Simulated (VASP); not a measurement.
Runs of VASP 6.6.1 on Rh. The structure is that of space group P6_3/mmc (No. 194), or close to it. The cells are those of the table. This isn't the form of Rh at room conditions, which is fcc.

```csv
task,cell,cutoff (eV),gap on the mesh (eV),pressure (GPa)
single point,"a = 2.780, b = 2.780, c = 4.465 Å, angles 90.0, 90.0, 120.0°, 2 atoms",520,none,-12.7
relaxation of shape and atoms at fixed volume,"relaxed from a = 2.609, b = 2.609, c = 4.209 Å, angles 90.0, 90.0, 120.0°, 2 atoms",600,none,45.1
single point,"a = 2.753, b = 2.753, c = 4.425 Å, angles 90.0, 90.0, 120.0°, 2 atoms",520,none,-6.9
single point,"a = 2.816, b = 2.816, c = 4.516 Å, angles 90.0, 90.0, 120.0°, 2 atoms",520,none,(a)
```

Alike in all rows: level PBE; potentials or basis VASP PAW PBE potentials, release 64 (Rh_pv); no spin polarisation; k mesh 18 × 18 × 10.

Fill in the values left out.

(a) -18.9.

Caveats: the cell stands under tension (at least some runs).

A k mesh can miss the band edges, and the runs leave out spin-orbit coupling on Rh.

A gap of «none» marks levels without a gap at the run's occupations.
